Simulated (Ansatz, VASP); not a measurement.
Ru: VASP beside Ansatz

```
Ru
1.0
     2.67273    0.00000    0.00000
    -1.33636    2.31465    0.00000
     0.00000    0.00000    4.22794
Ru
2
Direct
  0.33333 0.66667 0.25000
  0.66667 0.33333 0.75000
```

Alike in both runs: functional LDA; k mesh 9 × 9 × 6; occupations gaussian, width 0.1 eV; no spin polarisation.

Ansatz relaxed the structure, and its values are those at the end. VASP's run is a single point on that final structure, the one shown.

```csv
,VASP,Ansatz
version,VASP 6.6.1,Ansatz 0.2.0
potentials or method,"VASP PAW LDA potentials, release 64 (Ru_pv), cutoff 520 eV","scalar-relativistic, plane waves, PAW"
valence electrons in the cell,28,32
```

```tsv
	VASP	Ansatz	Ansatz less VASP
gap on the k mesh at the Fermi level (eV)	none	none	-
pressure (GPa)	1.0	0.1	-0.93
```

Ansatz warns that its potentials were made for another functional, while VASP's fit it. LDA's correlation is that of Perdew and Zunger in VASP and of Perdew and Wang (1992) in Ansatz. A gap of «none» marks a metal or a gap that the smearing closes. VASP's potentials hold 28 valence electrons a cell and Ansatz's 32, so a difference there can come from the potentials and not from the codes.
